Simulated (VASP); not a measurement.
Set up this calculation in VASP 6.6.1, as the native input.

```
Task                   : single point
Functional             : PBE
Dispersion             : D3(BJ)
Potentials or basis    : VASP PAW PBE potentials, release 64 (Sn_d, Se)
Cutoff                 : 520 eV
k mesh                 : 8 × 8 × 3
Occupations            : gaussian, width 0.05 eV
Spin                   : no spin polarisation
Dipole correction      : no
Further INCAR settings : ALGO = Normal; EDIFF = 1e-06; NBANDS = 50
```

The structure of SnSe lies in POSCAR:

```
SnSe
1.0
    0.0000000000     -4.1672321195      0.0000000000
    0.0000000000      0.0000000000     -4.3883961024
   11.4836155581     -0.4167232120      0.0000000000
Sn Se
4 4
Direct
    0.6882344104      0.9039441748      0.6176558965
    0.2117655896      0.0960558252      0.3823441035
    0.1617655897      0.4039441748      0.8823441035
    0.7382344104      0.5960558252      0.1176558965
    0.7143005848      0.5230073193      0.3569941520
    0.1856994152      0.4769926807      0.6430058480
    0.2356994152      0.0230073193      0.1430058480
    0.6643005848      0.9769926807      0.8569941520
```

The input as run:

INCAR

```
  ALGO = Normal
  EDIFF = 1E-6
  ENCUT = 520
  GGA = PE
  ISIF = 2
  ISMEAR = 0
  IVDW = 12
  LASPH = T
  LCHARG = F
  LREAL = F
  LWAVE = F
  NBANDS = 50
  NELM = 80
  PREC = Accurate
  SIGMA = 0.05
```

KPOINTS

```
k-points
0
Gamma
  8 8 3
```

Potentials or basis: VASP PAW PBE potentials, release 64 (Sn_d, Se).

Run with:

```console
$ cat potpaw_PBE.64/Sn_d/POTCAR potpaw_PBE.64/Se/POTCAR > POTCAR
$ mpirun -np 1 vasp_std > vasp.out
```

It gave:

```
Pressure                   : 0.2 GPa
Largest force              : 0.119 eV/Å
Band gap on the k mesh     : 0.60 eV (least direct gap 0.89 eV)
Dispersion energy per atom : -0.368 eV
```

Caveat: spin-orbit coupling is left out, which moves the levels of the heavy elements; an odd mesh through Γ misses points on the zone boundary, where band edges can lie.

Wall time 22 min on 1 thread of AMD EPYC 9755 128-Core Processor (shared host), peak memory 0.83 GiB.
